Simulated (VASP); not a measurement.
Input of a VASP 6.6.1 run:

Contents of INCAR:

```
SYSTEM = CsCdCl3
PREC = Accurate
ENCUT = 520
EDIFF = 1E-7
ISMEAR = 0
SIGMA = 0.02
LREAL = .FALSE.
LASPH = .TRUE.
NELM = 60
ALGO = Normal
ISIF = 2
LWAVE = .FALSE.
LCHARG = .FALSE.
GGA = CA
NBANDS = 29
```

KPOINTS

```
Automatic mesh
0
G
  6 6 6
  0 0 0
```

The input POSCAR:

```
CsCdCl3
1.0
    5.0099292074      0.0000000000      0.0000000000
    0.0000000000      5.0099292074      0.0000000000
    0.0000000000      0.0000000000      5.1842677464
Cs Cd Cl
1 1 3
Direct
    0.0000000000      0.0000000000      0.0000000000
    0.5000000000      0.5000000000      0.5000000000
    0.0000000000      0.5000000000      0.5000000000
    0.5000000000      0.0000000000      0.5000000000
    0.5000000000      0.5000000000      0.0000000000
```

Potentials or basis: VASP PAW LDA potentials, release 64 (Cs_sv, Cd, Cl).

Run with:

```bash
$ cat potpaw_LDA.64/Cs_sv/POTCAR potpaw_LDA.64/Cd/POTCAR potpaw_LDA.64/Cl/POTCAR > POTCAR
$ mpirun -np 1 vasp_std > vasp.out
```

**Question.** What does it give for the band gap on the k mesh?

**Answer.** 1.57 eV (least direct gap 2.46 eV).

**Question.** Estimate the pressure.

**Answer.** 1.6 GPa.

Stress tensor (GPa, compression positive):
```
2.34 0.00 0.00
0.00 2.34 0.00
0.00 0.00 0.25
```

Caveat: the cell differs from its parent crystal (biaxial strain in the a-b plane: -2.0 %, then relaxed in part); spin-orbit coupling is left out, which moves the levels of the heavy elements. A k mesh can miss the band edges.
